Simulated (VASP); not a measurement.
A run of VASP 6.6.1:

File INCAR:

```
SYSTEM = CdTe
ALGO = Normal ; EDIFF = 1E-7
ENCUT = 520 ; GGA = PE
ISIF = 2 ; ISMEAR = -1
LASPH = .True. ; LCHARG = .True.
LELF = .True. ; LREAL = .False.
LVHAR = .True. ; LWAVE = .False.
NBANDS = 26 ; NELM = 100
PREC = Accurate ; SIGMA = 0.02
```

KPOINTS

```
k-points
0
Gamma
  6 6 4
  0 0 0
```

File POSCAR:

```
CdTe
1.0
    4.3555212212      0.0000000000      0.0000000000
   -2.1777606106      3.7719920243      0.0000000000
    0.0000000000      0.0000000000      7.0968496160
Cd Te
2 2
Direct
    0.0000000000      0.0000000000      0.0000000000
    0.0000000000      0.0000000000      0.5000000000
    0.3333333333      0.6666666667      0.2500000000
    0.6666666667      0.3333333333      0.7500000000
```

Potentials or basis: VASP PAW PBE potentials, release 64 (Cd, Te).

Command:

```bash
$ cat potpaw_PBE.64/Cd/POTCAR potpaw_PBE.64/Te/POTCAR > POTCAR
$ mpirun -np 1 vasp_std > vasp.out
```

Hardware: 1 thread of Intel(R) Xeon(R) Platinum 8259CL CPU @ 2.50GHz (Skylake/Cascade Lake), on a shared host.

**Question.** Estimate the wall time of this run.

**Answer.** Wall time 54 s on 1 thread of Intel(R) Xeon(R) Platinum 8259CL CPU @ 2.50GHz (Skylake/Cascade Lake), with other jobs on the host, peak memory 0.26 GiB. Counts: scf iterations 17, k points 21.
